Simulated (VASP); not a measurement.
# C in VASP: relaxation of the atoms with PBEsol

Aim: the relaxation of the atoms of C with PBEsol.

Program: VASP 6.6.1. These are calculated values, not measurements. Logs are shortened: lines on timing, memory, paths and dates and some standing lists are left out, and cuts for length are marked.

## Step 1: The cell of the first run

The cell holds a slab with vacuum, 24 atoms: a = 2.507 Å, b = 2.507 Å, c = 38.201 Å, α = 90.00°, β = 90.00°, γ = 120.00°.

## Step 2: Relaxation of the atoms, PBEsol

The input, INCAR:

```
PREC = Accurate
ENCUT = 520
EDIFF = 1E-6
ISMEAR = 0
SIGMA = 0.05
LREAL = Auto
LASPH = True
NELM = 100
ALGO = Fast
ISIF = 2
LWAVE = False
LCHARG = False
LDIPOL = True
IDIPOL = 3
DIPOL = 0.5 0.5 0.500
GGA = PS
IBRION = 2
NSW = 80
EDIFFG = -0.02
KPAR = 4
```

The input, KPOINTS:

```
Automatic mesh
0
Gamma
  12 12 1
```

The input, POSCAR:

```
C
1.0
    2.5068463376      0.0000000000      0.0000000000
   -1.2534231688      2.1709926118      0.0000000000
    0.0000000000      0.0000000000     38.2014525513
C
24
Direct
    0.3333333333      0.6666666667      0.1963276132
    0.0000000000      0.0000000000      0.2098602934
    0.0000000000      0.0000000000      0.2501069766
    0.6666666667      0.3333333333      0.2635579325
    0.6666666667      0.3333333333      0.3038046157
    0.3333333333      0.6666666667      0.3173372959
    0.3333333333      0.6666666667      0.3582143768
    0.6666666667      0.3333333333      0.3717513278
    0.6666666667      0.3333333333      0.4119708084
    0.0000000000      0.0000000000      0.4255077595
    0.0000000000      0.0000000000      0.4663848404
    0.6666666667      0.3333333333      0.4799175206
    0.6666666667      0.3333333333      0.5201642038
    0.3333333333      0.6666666667      0.5336151596
    0.3333333333      0.6666666667      0.5738618429
    0.0000000000      0.0000000000      0.5873945231
    0.0000000000      0.0000000000      0.6282716039
    0.3333333333      0.6666666667      0.6418085550
    0.3333333333      0.6666666667      0.6820280356
    0.6666666667      0.3333333333      0.6955649867
    0.6666666667      0.3333333333      0.7364420675
    0.3333333333      0.6666666667      0.7499747477
    0.3333333333      0.6666666667      0.7902214309
    0.0000000000      0.0000000000      0.8036723868
```

Potentials or basis: VASP PAW PBE potentials, release 64 (C).

Run with:

```sh
> cat potpaw_PBE.64/C/POTCAR > POTCAR
> mpirun -np 4 vasp_std > vasp.out
```

OUTCAR:

```text
PREC = Accurate
   ENCUT = 520
   EDIFF = 1E-6
   ISMEAR = 0
   LREAL = Auto
   LASPH = True
   NELM = 100
   ISIF = 2
   GGA = PS
   IBRION = 2
   NSW = 80
   EDIFFG = -0.02

 ion  position               nearest neighbor table
   1  0.333  0.667  0.196-   2 1.54   2 1.54   2 1.54
   2  0.000  0.000  0.210-   1 1.54   1 1.54   1 1.54   3 1.54
   3  0.000  0.000  0.250-   4 1.54   4 1.54   4 1.54   2 1.54
   4  0.667  0.333  0.264-   3 1.54   3 1.54   3 1.54   5 1.54
   5  0.667  0.333  0.304-   6 1.54   6 1.54   6 1.54   4 1.54
   6  0.333  0.667  0.317-   5 1.54   5 1.54   5 1.54   7 1.56
   7  0.333  0.667  0.358-   8 1.54   8 1.54   8 1.54   6 1.56
[... 14 lines left out ...]
  22  0.333  0.667  0.750-  21 1.54  21 1.54  21 1.54  23 1.54
  23  0.333  0.667  0.790-  24 1.54  24 1.54  24 1.54  22 1.54
  24  0.000  0.000  0.804-  23 1.54  23 1.54  23 1.54

  LATTYP: Found a hexagonal cell.
 ALAT       =     2.5068463376
 C/A-ratio  =    15.2388488988

  Lattice vectors:

 A1 = (   2.5068463376,   0.0000000000,   0.0000000000)
 A2 = (  -1.2534231688,   2.1709926118,   0.0000000000)
 A3 = (   0.0000000000,   0.0000000000,  38.2014525513)

Analysis of symmetry for initial positions (statically):
=====================================================================
 Subroutine PRICEL returns:
 Original cell was already a primitive cell.

 Routine SETGRP: Setting up the symmetry group for a
 hexagonal supercell.

 Subroutine GETGRP returns: Found  6 space group operations
 (whereof  6 operations were pure point group operations)
 out of a pool of 24 trial point group operations.

The static configuration has the point symmetry C_3v.

Analysis of symmetry for dynamics (positions and initial velocities):
=====================================================================
 Subroutine PRICEL returns:
 Original cell was already a primitive cell.

 Routine SETGRP: Setting up the symmetry group for a
 hexagonal supercell.

 Subroutine GETGRP returns: Found  6 space group operations
 (whereof  6 operations were pure point group operations)
 out of a pool of 24 trial point group operations.

The dynamic configuration has the point symmetry C_3v.

 Subroutine INISYM returns: Found  6 space group operations
 (whereof  6 operations are pure point group operations),
 and found     1 'primitive' translations

----------------------------------------------------------------------------------------

[... 170 lines left out ...]

--------------------------------------- Ionic step        1  -------------------------------------------

 number of electron      96.0000000 magnetization

 Free energy of the ion-electron system (eV)
  ---------------------------------------------------
  ext. energy  EPLUGINS =         0.00000000
  ---------------------------------------------------
  free energy    TOTEN  =      -225.63009359 eV

  energy without entropy =     -225.60749481  energy(sigma->0) =     -225.61879420

------------------------ aborting loop because EDIFF is reached ----------------------------------------

  FORCE on cell =-STRESS in cart. coord.  units (eV):
  Direction    XX          YY          ZZ          XY          YZ          ZX
  --------------------------------------------------------------------------------------
  -------------------------------------------------------------------------------------
  Total        0.9894318      0.9894318     -1.7704116      0.0000000      0.0000000      0.0000000
  in kB        7.6248364      7.6248364    -13.6432830      0.0000000      0.0000000      0.0000000
  external PRESSURE =       0.5354633 kB  Pullay stress =       0.0000000 kB
[... 155 lines left out ...]
  FREE ENERGIE OF THE ION-ELECTRON SYSTEM (eV)
  ---------------------------------------------------
  free  energy   TOTEN  =      -226.7100480999 eV

  energy  without entropy=     -226.7048665590  energy(sigma->0) =     -226.70745733

 vacuum level on the upper side and lower side of the slab       (xc-potential included)         0.005        -0.017

[... ionic steps 4 to 10 ...]

--------------------------------------- Ionic step       11  -------------------------------------------

 number of electron      96.0000001 magnetization

------------------------ aborting loop because EDIFF is reached ----------------------------------------
[... 105 lines left out ...]
  FREE ENERGIE OF THE ION-ELECTRON SYSTEM (eV)
  ---------------------------------------------------
  free  energy   TOTEN  =      -226.7172101375 eV

  energy  without entropy=     -226.7125362888  energy(sigma->0) =     -226.71487321

 dipolmoment           0.000000      0.000000     -0.000038 electrons x Angstroem

--------------------------------------- Ionic step       13  -------------------------------------------

 number of electron      96.0000001 magnetization

 dipolmoment           0.000000      0.000000      0.000531 electrons x Angstroem

 Free energy of the ion-electron system (eV)
  ---------------------------------------------------
  ext. energy  EPLUGINS =         0.00000000
  ---------------------------------------------------
  free energy    TOTEN  =      -226.71725161 eV

  energy without entropy =     -226.71257714  energy(sigma->0) =     -226.71491437

 E-fermi :   5.8012     XC(G=0):  -9.1372

 val. band max:        5.7611532137   @ k =   0.3333   0.0833   0.0000
 cond. band min:       5.8065477534   @ k =   0.3333   0.0000   0.0000
 fundamental gap:      0.0453945397
 Fermi energy:         5.8011879405

 k-point     1 :       0.0000    0.0000    0.0000
  band No.  band energies     occupation
      1     -17.8155      2.00000
      2     -17.5989      2.00000
      3     -17.3132      2.00000
      4     -16.9338      2.00000
      5     -16.4779      2.00000
      6     -15.9516      2.00000
[... 1186 lines left out ...]
     59      12.5116      0.00000
     60      13.1727      0.00000
 [bands above 60 left out]

------------------------ aborting loop because EDIFF is reached ----------------------------------------

 vacuum level on the upper side and lower side of the slab       (xc-potential included)        -0.036        -0.054

  FORCE on cell =-STRESS in cart. coord.  units (eV):
  Direction    XX          YY          ZZ          XY          YZ          ZX
  --------------------------------------------------------------------------------------
  -------------------------------------------------------------------------------------
  Total        1.7766282      1.7766282      0.3008562      0.0000000      0.0000000      0.0000000
  in kB       13.6911899     13.6911899      2.3184815      0.0000000      0.0000000      0.0000000
  external PRESSURE =       9.9002871 kB  Pullay stress =       0.0000000 kB
[... 39 lines left out ...]
  FREE ENERGIE OF THE ION-ELECTRON SYSTEM (eV)
  ---------------------------------------------------
  free  energy   TOTEN  =      -226.7172516138 eV

  energy  without entropy=     -226.7125771361  energy(sigma->0) =     -226.71491437

 reached required accuracy - stopping structural energy minimisation

 vacuum level on the upper side and lower side of the slab        10.527        10.509
```

OSZICAR:

```text
N       E                     dE             d eps       ncg     rms          rms(c)
DAV:   1     0.501456185574E+03    0.50146E+03   -0.49961E+04  2374   0.148E+03
DAV:   2    -0.188116304313E+03   -0.68957E+03   -0.66647E+03  3055   0.320E+02
[... 171 lines left out ...]
       N       E                     dE             d eps       ncg     rms          rms(c)
DAV:   1    -0.226717240226E+03   -0.30093E-04   -0.10074E-02  2362   0.455E-01    0.189E-02
RMM:   2    -0.226717396743E+03   -0.15652E-03   -0.16223E-04  2369   0.584E-02    0.927E-02
RMM:   3    -0.226717267288E+03    0.12945E-03   -0.31129E-05  2484   0.236E-02    0.410E-02
RMM:   4    -0.226717250883E+03    0.16405E-04   -0.68137E-06  2054   0.119E-02    0.657E-03
RMM:   5    -0.226717251614E+03   -0.73044E-06   -0.28143E-06  1571   0.651E-03
  13 F= -.22671725E+03 E0= -.22671491E+03  d E =-.414763E-04
```

CONTCAR:

```text
C
   1.00000000000000
     2.5068463375999999    0.0000000000000000    0.0000000000000000
    -1.2534231687999999    2.1709926118000000    0.0000000000000000
     0.0000000000000000    0.0000000000000000   38.2014525513000009
  C
    24
Direct
     0.3333333332999970    0.6666666667000030    0.1996609781767393
     1.0000000000000000    1.0000000000000000    0.2065484363419897
     1.0000000000000000    0.0000000000000000    0.2503684236099515
     0.6666666667000030    0.3333333332999970    0.2631075455782518
     0.6666666667000030    0.3333333332999970    0.3037916849347174
     0.3333333332999970    0.6666666667000030    0.3172637693698520
[... 16 lines left out ...]
     0.3333333332999970    0.6666666667000030    0.7934473702434153
     0.0000000000000000    0.0000000000000000    0.8003909578229853

  0.00000000E+00  0.00000000E+00  0.00000000E+00
  0.00000000E+00  0.00000000E+00  0.00000000E+00
  0.00000000E+00  0.00000000E+00  0.00000000E+00
  0.00000000E+00  0.00000000E+00  0.00000000E+00
  0.00000000E+00  0.00000000E+00  0.00000000E+00
  0.00000000E+00  0.00000000E+00  0.00000000E+00
[... 16 lines left out ...]
  0.00000000E+00  0.00000000E+00  0.00000000E+00
  0.00000000E+00  0.00000000E+00  0.00000000E+00
```

Run time: 31 min. Hardware: 4 MPI ranks of Oxide Virtual Turin-like, shared host; peak memory 0.41 GiB.

Results:

```yaml
Free_energy: -226.7173 eV
Energy_gained_by_relaxing: 45.3 meV/atom
Ionic_steps: 13
Largest_force_after_relaxing: 0.013 eV/Å
Band_gap_on_the_k_mesh: zero (bands 48 and 49 overlap by 0.94 eV)
```

Forces in eV/Å, atoms in the order of the input:
```
C    0.000  0.000  0.003
C    0.000  0.000 -0.006
C    0.000  0.000  0.002
C    0.000  0.000  0.001
C    0.000  0.000 -0.013
C    0.000  0.000  0.006
C    0.000  0.000  0.004
C    0.000  0.000 -0.012
C    0.000  0.000 -0.006
C    0.000  0.000 -0.012
C    0.000  0.000 -0.007
C    0.000  0.000 -0.001
C    0.000  0.000 -0.003
C    0.000  0.000  0.008
C    0.000  0.000  0.008
C    0.000  0.000  0.012
C    0.000  0.000  0.011
C    0.000  0.000 -0.001
C    0.000  0.000 -0.004
C    0.000  0.000  0.009
C    0.000  0.000  0.006
C    0.000  0.000 -0.004
C    0.000  0.000  0.002
C    0.000  0.000 -0.002
```

Step by step:
| step | energy change (eV) | largest force (eV/Å) | pressure (GPa) |
| --- | --- | --- | --- |
| 1 | 0.0000 | 4.8393 | 0.05 |
| 2 | -0.6831 | 2.2515 | 1.79 |
| 3 | -1.0800 | 0.3354 | 0.94 |
| 4 | -1.0798 | 0.3257 | 0.91 |
| 5 | -1.0846 | 0.2176 | 0.93 |
| 6 | -1.0851 | 0.1701 | 0.92 |
| 7 | -1.0858 | 0.1831 | 0.99 |
| 8 | -1.0865 | 0.0846 | 0.96 |
| 9 | -1.0870 | 0.0466 | 0.98 |
| 10 | -1.0870 | 0.0423 | 0.98 |
| 11 | -1.0871 | 0.0334 | 0.99 |
| 12 | -1.0871 | 0.0266 | 0.99 |
| 13 | -1.0872 | 0.0125 | 0.99 |

Final structure:
```yaml
crystal:
  lattice:
    - [2.50685, 0.00000, 0.00000]
    - [-1.25342, 2.17099, 0.00000]
    - [0.00000, 0.00000, 38.20145]
  atoms:
    - { symbol: C, position: [0.33333, 0.66667, 0.19966] }
    - { symbol: C, position: [0.00000, 0.00000, 0.20655] }
    - { symbol: C, position: [0.00000, 0.00000, 0.25037] }
    - { symbol: C, position: [0.66667, 0.33333, 0.26311] }
    - { symbol: C, position: [0.66667, 0.33333, 0.30379] }
    - { symbol: C, position: [0.33333, 0.66667, 0.31726] }
    - { symbol: C, position: [0.33333, 0.66667, 0.35823] }
    - { symbol: C, position: [0.66667, 0.33333, 0.37176] }
    - { symbol: C, position: [0.66667, 0.33333, 0.41200] }
    - { symbol: C, position: [0.00000, 0.00000, 0.42553] }
    - { symbol: C, position: [0.00000, 0.00000, 0.46639] }
    - { symbol: C, position: [0.66667, 0.33333, 0.47992] }
    - { symbol: C, position: [0.66667, 0.33333, 0.52014] }
    - { symbol: C, position: [0.33333, 0.66667, 0.53358] }
    - { symbol: C, position: [0.33333, 0.66667, 0.57383] }
    - { symbol: C, position: [0.00000, 0.00000, 0.58736] }
    - { symbol: C, position: [0.00000, 0.00000, 0.62826] }
    - { symbol: C, position: [0.33333, 0.66667, 0.64180] }
    - { symbol: C, position: [0.33333, 0.66667, 0.68212] }
    - { symbol: C, position: [0.66667, 0.33333, 0.69558] }
    - { symbol: C, position: [0.66667, 0.33333, 0.73690] }
    - { symbol: C, position: [0.33333, 0.66667, 0.74978] }
    - { symbol: C, position: [0.33333, 0.66667, 0.79345] }
    - { symbol: C, position: [0.00000, 0.00000, 0.80039] }
```

Levels at points of the mesh, in eV from the Fermi level:
```csv
k point,band 45,band 46,band 47,band 48,band 49,band 50
"(0.00, 0.00, 0.00)",-2.11,-1.94,-1.94,0.50,0.54,3.55
"(0.50, 0.00, 0.00)",-5.38,-5.10,-4.92,-0.25,-0.25,2.65
```

Caveat: the PAW data sets were made with another functional, which shifts forces and pressure a little.

The gap in the log of VASP goes by the Fermi energy; the results here count the filled bands.